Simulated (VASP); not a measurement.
# LuCrF4 (P1) in VASP: single point with PBE

Aim: the single point of LuCrF4 with PBE.

All numbers are computed with VASP 6.6.1; they aren't measurements. Logs are shortened: lines on timing, memory, paths and dates and some standing lists are left out, and cuts for length are marked.

### Step 1. The cell of the first run

The typed cell holds 12 atoms: a = 6.098 Å, b = 6.141 Å, c = 6.091 Å, α = 105.79°, β = 106.97°, γ = 115.94°.

### Step 2. Single point, PBE

INCAR

```
ALGO = Normal
EDIFF = 1E-6
ENCUT = 520
GGA = PE
ISIF = 2
ISMEAR = -1
LASPH = True
LCHARG = False
LREAL = False
LWAVE = False
NBANDS = 77
NELM = 100
PREC = Accurate
SIGMA = 0.1
```

KPOINTS

```
k-points
0
Gamma
  4 4 4
```

POSCAR

```
LuCrF4
1.0
   -3.6896500000      3.6293500000      3.2253320000
    3.7103240000     -3.6439090000      3.2652820000
    3.6686870000      3.6229460000     -3.2418400000
Lu F Cr
2 8 2
Direct
    0.9975470000      0.9949280000      0.0019030000
    0.7474200000      0.2477900000      0.4996400000
    0.5093620000      0.3349830000      0.1801320000
    0.0783200000      0.3982770000      0.3206890000
    0.1522540000      0.3332790000      0.8210960000
    0.0862400000      0.7631230000      0.6827070000
    0.2419800000      0.9210690000      0.3285260000
    0.6746520000      0.4935630000      0.8187260000
    0.5995280000      0.9184170000      0.6756910000
    0.6652150000      0.8460640000      0.1770000000
    0.4949140000      0.4986920000      0.9996460000
    0.2528200000      0.7561460000      0.5036010000
```

Potentials or basis: VASP PAW PBE potentials, release 64 (Lu, F, Cr_pv).

Launch:

```bash
$ cat potpaw_PBE.64/Lu/POTCAR potpaw_PBE.64/F/POTCAR potpaw_PBE.64/Cr_pv/POTCAR > POTCAR
$ mpirun -np 1 vasp_std > vasp.out
```

OUTCAR:

```text
EDIFF = 1E-6
   ENCUT = 520
   GGA = PE
   ISIF = 2
   ISMEAR = -1
   LASPH = True
   LREAL = False
   NELM = 100
   PREC = Accurate

 ion  position               nearest neighbor table
   1  0.998  0.995  0.002-   7 2.40   9 2.40   6 2.42   4 2.43   8 2.48  10 2.50   3 2.52   5 2.56
                            11 3.23  11 3.26
   2  0.747  0.248  0.500-   5 2.38   8 2.40   3 2.40  10 2.43   7 2.49   9 2.49   4 2.51   6 2.56
                            12 3.21  12 3.28
   3  0.509  0.335  0.180-  11 1.69   2 2.40   1 2.52
   4  0.078  0.398  0.321-  12 1.77   1 2.43   2 2.51
   5  0.152  0.333  0.821-  11 1.67   2 2.38   1 2.56
   6  0.086  0.763  0.683-  12 1.70   1 2.42   2 2.56
   7  0.242  0.921  0.329-  12 1.66   1 2.40   2 2.49
   8  0.675  0.494  0.819-  11 1.77   2 2.40   1 2.48
   9  0.600  0.918  0.676-  12 1.69   1 2.40   2 2.49
  10  0.665  0.846  0.177-  11 1.72   2 2.43   1 2.50
  11  0.495  0.499  1.000-   5 1.67   3 1.69  10 1.72   8 1.77   1 3.23   1 3.26
  12  0.253  0.756  0.504-   7 1.66   9 1.69   6 1.70   4 1.77   2 3.21   2 3.28

  LATTYP: Found a triclinic cell.
 ALAT       =    12.0865986629
 B/A-ratio  =     0.6105173356
 C/A-ratio  =     0.5370132189
 COS(alpha) =     0.0063683295
 COS(beta)  =     0.2729799590
 COS(gamma) =     0.9157642798

  Lattice vectors:

 A1 = ( -11.0683720000,  -3.5874240000,  -3.2722160000)
 A2 = (  -7.3790110000,   0.0209630000,  -0.0234420000)
 A3 = (  -0.0206740000,   0.0145590000,  -6.4906140000)

Analysis of symmetry for initial positions (statically):
=====================================================================
 Subroutine PRICEL returns:
 Original cell was already a primitive cell.

 Routine SETGRP: Setting up the symmetry group for a
 triclinic supercell.

 Subroutine GETGRP returns: Found  1 space group operations
 (whereof  1 operations were pure point group operations)
 out of a pool of  2 trial point group operations.

The static configuration has the point symmetry C_1 .

Analysis of symmetry for dynamics (positions and initial velocities):
=====================================================================
 Subroutine PRICEL returns:
 Original cell was already a primitive cell.

 Routine SETGRP: Setting up the symmetry group for a
 triclinic supercell.

 Subroutine GETGRP returns: Found  1 space group operations
 (whereof  1 operations were pure point group operations)
 out of a pool of  2 trial point group operations.

The dynamic configuration has the point symmetry C_1 .

 Subroutine INISYM returns: Found  1 space group operations
 (whereof  1 operations are pure point group operations),
 and found     1 'primitive' translations

----------------------------------------------------------------------------------------

                                     Primitive cell

  volume of cell :     173.6678

  direct lattice vectors                    reciprocal lattice vectors
    -3.689650000  3.629350000  3.225332000    -0.000097718  0.138238489  0.154379021
     3.710324000 -3.643909000  3.265282000     0.135033527  0.000740041  0.153640178
     3.668687000  3.622946000 -3.241840000     0.135912745  0.138279948 -0.000122738

  length of vectors
     6.098234585  6.140573550  6.090527777     0.207226377  0.204548052  0.193890777

  position of ions in fractional coordinates (direct lattice)
     0.997547000  0.994928000  0.001903000
     0.747420000  0.247790000  0.499640000
     0.509362000  0.334983000  0.180132000
     0.078320000  0.398277000  0.320689000
     0.152254000  0.333279000  0.821096000
     0.086240000  0.763123000  0.682707000
     0.241980000  0.921069000  0.328526000
     0.674652000  0.493563000  0.818726000
     0.599528000  0.918417000  0.675691000
     0.665215000  0.846064000  0.177000000
     0.494914000  0.498692000  0.999646000
     0.252820000  0.756146000  0.503601000

  ion indices of the primitive-cell ions
   primitive index   ion index
                 1           1
                 2           2
                 3           3
                 4           4
                 5           5
                 6           6
                 7           7
                 8           8
                 9           9
                10          10
                11          11
                12          12

----------------------------------------------------------------------------------------

 KPOINTS: k-points

Automatic generation of k-mesh.
 Grid dimensions read from file:
 generate k-points for:    4    4    4

 Generating k-lattice:

  Cartesian coordinates                     Fractional coordinates (reciprocal lattice)
    -0.000024429  0.034559622  0.038594755     0.250000000 -0.000000000  0.000000000
     0.033758382  0.000185010  0.038410045    -0.000000000  0.250000000  0.000000000
     0.033978186  0.034569987 -0.000030684     0.000000000  0.000000000  0.250000000

  Length of vectors
     0.051806594  0.051137013  0.048472694

  Shift w.r.t. Gamma in fractional coordinates (k-lattice)
     0.000000000  0.000000000  0.000000000

 Subroutine IBZKPT returns following result:
 ===========================================

 Found     36 irreducible k-points:

 Following reciprocal coordinates:
            Coordinates               Weight
  0.000000  0.000000  0.000000      1.000000
  0.250000 -0.000000 -0.000000      2.000000
  0.500000 -0.000000 -0.000000      1.000000
  0.000000  0.250000 -0.000000      2.000000
  0.250000  0.250000  0.000000      2.000000
  0.500000  0.250000 -0.000000      2.000000
[... 16 lines left out ...]
  0.000000 -0.250000  0.250000      2.000000
  0.250000 -0.250000  0.250000      2.000000
 [... further k-points ...]
   k-points           NKPTS =     36   k-points in BZ     NKDIM =     36   number of bands    NBANDS=     77
   number of dos      NEDOS =    301   number of ions     NIONS =     12
   total plane-waves  NPLWV = 110592
   dimension x,y,z NGX =    48 NGY =   48 NGZ =   48
   dimension x,y,z NGXF=    96 NGYF=   96 NGZF=   96
   ions per type =               2   8   2
   NGX,Y,Z   is equivalent  to a cutoff of  13.09, 13.00, 13.10 a.u.
   NGXF,Y,Z  is equivalent  to a cutoff of  26.17, 25.99, 26.20 a.u.
 SYSTEM =  unknown system
   PREC   = accura    normal or accurate (medium, high low for compatibility)
   ISTART =      0    job   : 0-new  1-cont  2-samecut
   ICHARG =      2    charge: 1-file 2-atom 10-const
   ISPIN  =      1    spin polarized calculation?
   LNONCOLLINEAR =      F non collinear calculations
   LSORBIT =      F    spin-orbit coupling
   LASPH  =      T    aspherical Exc in radial PAW
   ENCUT  =  520.0 eV  38.22 Ry    6.18 a.u.  11.34 11.42 11.32*2*pi/ulx,y,z
   NELM   =    100;   NELMIN=  2; NELMDL= -5     # of ELM steps
   EDIFF  = 0.1E-05   stopping-criterion for ELM
   LREAL  =      F    real-space projection
[... 7 lines left out ...]
   TEBEG  =    0.0;   TEEND  =   0.0 temperature during run
   PSTRESS=    0.0 pullay stress
   NELECT =     130.0000    total number of electrons
   NUPDOWN=      -1.0000    fix difference up-down
   EMIN   =  10.00;   EMAX   =-10.00  energy-range for DOS
   EFERMI =   0.00;   METHOD = LEGACY
   ISMEAR =    -1;   SIGMA  =   0.10  broadening in eV -4-tet -1-fermi 0-gaus
   EFERMI_NEDOS =   21; number of points for ismear=-14 and -15
   IALGO  =     38    algorithm
   IMIX   =      4    mixing-type and parameters
     AMIX     =   0.40;   BMIX     =  1.00
     AMIX_MAG =   1.60;   BMIX_MAG =  1.00
  volume/ion in A,a.u.               =      14.47        97.66
  Fermi-wavevector in a.u.,A,eV,Ry     =   1.486447  2.808978 30.062420  2.209526
  Thomas-Fermi vector in A             =   2.599732
   LORBIT       =      0    0 simple, 1 ext, 2 COOP (PROOUT), +10 PAW based schemes
   GGA     = PE    functional components
   LHFCALC =     F    Hartree Fock is set to
   AEXX    =    0.0000 exact exchange contribution
   IVDW    =     0    specifies the selected vdW correction
   LEPSILON=     F    determine dielectric tensor
   LRPA    =     F    only Hartree local field effects (RPA)
 non-spin polarized calculation
  energy-cutoff  :      520.00
  volume of cell :      173.67
 maximum number of plane-waves:      4697
 NGX is ok and might be reduce to    48
   NGX = 23   NGY = 23   NGZ = 23

 number of electron     129.9999999 magnetization

 Free energy of the ion-electron system (eV)
  ---------------------------------------------------
  ext. energy  EPLUGINS =         0.00000000
  ---------------------------------------------------
  free energy    TOTEN  =       -62.25160486 eV

  energy without entropy =      -61.79441752  energy(sigma->0) =      -62.02301119

 E-fermi :   5.5783     XC(G=0):  -9.9280

 val. band max:        5.5772133342   @ k =   0.5000   0.5000   0.5000
 cond. band min:       5.5815737423   @ k =   0.0000  -0.2500   0.2500
 fundamental gap:      0.0043604081
 Fermi energy:         5.5783005164

 k-point     1 :       0.0000    0.0000    0.0000
  band No.  band energies     occupation
      1     -53.9426      2.00000
      2     -53.9364      2.00000
      3     -38.7121      2.00000
      4     -38.6503      2.00000
      5     -38.5136      2.00000
      6     -38.4946      2.00000
[... 69 lines left out ...]
     76       7.1363      0.00000
     77       7.1627      0.00000

 k-point     2 :       0.2500   -0.0000   -0.0000
  band No.  band energies     occupation
      1     -53.9424      2.00000
      2     -53.9366      2.00000
      3     -38.7119      2.00000
      4     -38.6502      2.00000
      5     -38.5135      2.00000
      6     -38.4946      2.00000
[... 69 lines left out ...]
     76       7.0683      0.00000
     77       7.1616      0.00000
[... 1678 lines left out ...]
     76       7.0588      0.00000
     77       7.1728      0.00000

 k-point    24 :       0.2500   -0.2500    0.2500
  band No.  band energies     occupation
      1     -53.9423      2.00000
      2     -53.9367      2.00000
      3     -38.7121      2.00000
      4     -38.6503      2.00000
      5     -38.5135      2.00000
      6     -38.4946      2.00000
[... 69 lines left out ...]
     76       7.0912      0.00000
     77       7.2439      0.00000

 [... further k-points ...]

------------------------ aborting loop because EDIFF is reached ----------------------------------------

  FORCE on cell =-STRESS in cart. coord.  units (eV):
  Direction    XX          YY          ZZ          XY          YZ          ZX
  --------------------------------------------------------------------------------------
  -------------------------------------------------------------------------------------
  Total       16.3158541     25.1582968     37.0060126     -0.4092556     -0.3912648     -0.5361170
  in kB      150.5223848    232.0985959    341.4000419     -3.7755993     -3.6096247     -4.9459625
  external PRESSURE =     241.3403409 kB  Pullay stress =       0.0000000 kB

 VOLUME and BASIS-vectors are now :
 -----------------------------------------------------------------------------
  energy-cutoff  :      520.00
  volume of cell :      173.67
      direct lattice vectors                 reciprocal lattice vectors
    -3.689650000  3.629350000  3.225332000    -0.000097718  0.138238489  0.154379021
     3.710324000 -3.643909000  3.265282000     0.135033527  0.000740041  0.153640178
     3.668687000  3.622946000 -3.241840000     0.135912745  0.138279948 -0.000122738

 POSITION                                       TOTAL-FORCE (eV/Angst)
 -----------------------------------------------------------------------------------
      0.01789      0.00191      6.45997         0.044846      0.021246     -0.128501
     -0.00531      3.61989      1.60003        -0.029688     -0.041242      0.185836
      0.02438      1.28061      2.15272        -0.001661      5.110900     -4.669215
      2.36527     -0.00520      0.51347        -3.275261      0.096395     -3.421507
      3.68715      2.31293     -1.08254        -0.006562     -5.558565     -5.022266
      5.01788      0.00565      0.55674         4.652721      0.026533     -4.624677
      3.72990     -1.28783      2.72299         0.029790     -5.773407      5.280820
      2.34570      3.61625      1.13342        -3.317176      0.049541      3.427413
      3.67447      1.27726      2.74209        -0.285298      5.118480      4.750975
      1.33412     -0.02742      4.33437         4.387383     -0.009639      4.258271
      3.69164      3.60069     -0.01606        -1.050757      0.412982      2.297204
      3.72028     -0.01324      1.65186        -1.148337      0.546775     -2.334354
 -----------------------------------------------------------------------------------
    total drift:                               -0.000395      0.001938      0.001327

  FREE ENERGIE OF THE ION-ELECTRON SYSTEM (eV)
  ---------------------------------------------------
  free  energy   TOTEN  =       -62.2516048581 eV

  energy  without entropy=      -61.7944175217  energy(sigma->0) =      -62.02301119
```

Run time: 14 min. Hardware: 1 thread of AMD EPYC 7R13 (Zen 3), shared host; peak memory 0.56 GiB.

Results:

```yaml
Free_energy: -62.2516 eV
Pressure: 24.1 GPa
Largest_force: 7.824 eV/Å
Band_gap_on_the_k_mesh: zero (bands 65 and 66 overlap by 0.23 eV)
```

Forces in eV/Å, atoms in the order of the input:
```
Lu   0.045  0.021 -0.129
Lu  -0.030 -0.041  0.186
F   -0.002  5.111 -4.669
F   -3.275  0.096 -3.422
F   -0.007 -5.559 -5.022
F    4.653  0.027 -4.625
F    0.030 -5.773  5.281
F   -3.317  0.050  3.427
F   -0.285  5.118  4.751
F    4.387 -0.010  4.258
Cr  -1.051  0.413  2.297
Cr  -1.148  0.547 -2.334
```

Caveat: the cell stands under pressure; spin-orbit coupling is left out, which moves the levels of the heavy elements; the run has no spin polarisation, though such a crystal can be magnetic; semilocal functionals often make such compounds metallic where correlation or magnetic order opens a gap, which also shifts bond lengths; forces of over 1 eV/Å act on the atoms, so gaps and moduli don't describe the material at rest. Spin polarisation is off, so any magnetic state and its effect on volume and gap are missing.
